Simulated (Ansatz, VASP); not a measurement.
**One calculation of Mo, two programs**

INCAR

```
PREC     = Accurate       # precision mode
ENCUT    = 520            # plane-wave cutoff, eV
EDIFF    = 1E-6           # SCF threshold, eV
ISMEAR   = 0              # smearing method
SIGMA    = 0.15           # smearing width, eV
LREAL    = F              # projectors in reciprocal space
LASPH    = T              # aspherical terms in the spheres
NELM     = 60             # most SCF steps
ALGO     = Fast           # electronic algorithm
ISIF     = 2              # what is computed and relaxed
LWAVE    = F              # write WAVECAR
LCHARG   = F              # write CHGCAR
GGA      = CA             # functional
NBANDS   = 13             # bands
```

Contents of KPOINTS:

```
regular mesh
0
Gamma
  20 20 20
```

The input POSCAR:

```
Mo
1.0
   -1.4701212877      1.4701212877      1.7268091316
    1.4701212877     -1.4701212877      1.7268091316
    1.4701212877      1.4701212877     -1.7268091316
Mo
1
Direct
    0.0000000000      0.0000000000      0.0000000000
```

Input for Ansatz:

```yaml
crystal:
  lattice:
    - [-1.4701212877, 1.4701212877, 1.7268091316]
    - [1.4701212877, -1.4701212877, 1.7268091316]
    - [1.4701212877, 1.4701212877, -1.7268091316]
  atoms:
    - { symbol: Mo, position: [0.0, 0.0, 0.0] }
basis:
  ecutwfc: 420
kpoints:
  mp_grid: { grid: [20, 20, 20] }
hamiltonian:
  xc: lda
  pseudopotentials: { kind: paw, azcp: { folder: soft_1 } }
scf:
  occupations: { method: gaussian, width: 0.15 }
output:
  forces: true
  stress: true
  eigenvalues: true
```

Change from the starting cell: strain +e along x and -e along y +0.0000, strain +e along z and -e/2 along x and y +0.1100.

Alike in both runs: task single point; functional LDA; k mesh 20 × 20 × 20; occupations gaussian, width 0.15 eV; no spin polarisation.

```csv
,VASP,Ansatz
version,VASP 6.6.1,Ansatz 0.2.0
potentials or method,"VASP PAW LDA potentials, release 64 (Mo_sv), cutoff 520 eV","scalar-relativistic, plane waves, PAW"
valence electrons in the cell,14,14
```

|  | VASP | Ansatz | Ansatz less VASP |
| --- | --- | --- | --- |
| gap on the k mesh at the Fermi level (eV) | none | none | - |
| pressure (GPa) | 6.6 | 5.4 | -1.17 |
| traceless stress, the component that is largest in VASP (GPa) | -22.99 | -23.00 | -0.016 |

Ansatz warns that its potentials were made for another functional, while VASP's fit it. LDA's correlation is that of Perdew and Zunger in VASP and of Perdew and Wang (1992) in Ansatz. A gap of «none» marks a metal or a gap that the smearing closes.
